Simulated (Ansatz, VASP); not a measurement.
**Two plane-wave programs on GaP**

```
Ga P
1.0
     0.00000    2.69567    2.69567
     2.69567    0.00000    2.69567
     2.69567    2.69567    0.00000
Ga P
1 1
Direct
  0.00000 0.00000 0.00000
  0.25000 0.25000 0.25000
```

Alike in both runs: functional LDA; k mesh 10 × 10 × 10; no spin polarisation.

Ansatz relaxed the structure, and its values are those at the end. VASP's run is a single point on that final structure, the one shown.

|  | VASP | Ansatz |
| --- | --- | --- |
| version | VASP 6.6.1 | Ansatz 0.2.0 |
| potentials or method | VASP PAW LDA potentials, release 64 (Ga_d, P) | scalar-relativistic, plane waves, PAW |
| plane-wave cutoff (eV) | 520 | 420 |
| occupations | gaussian, width 0.01 eV | fixed |
| valence electrons in the cell | 18 | 18 |

VASP gave:

* gap on the k mesh at the Fermi level (eV): 1.40
* least direct gap on the mesh (eV): 1.91
* pressure (GPa): 0.1

**Question.** Estimate Ansatz's values.

**Answer.** gap on the k mesh at the Fermi level (eV): 1.40; least direct gap on the mesh (eV): 1.88; pressure (GPa): 0.0.

LDA's correlation is that of Perdew and Zunger in VASP and of Perdew and Wang (1992) in Ansatz.
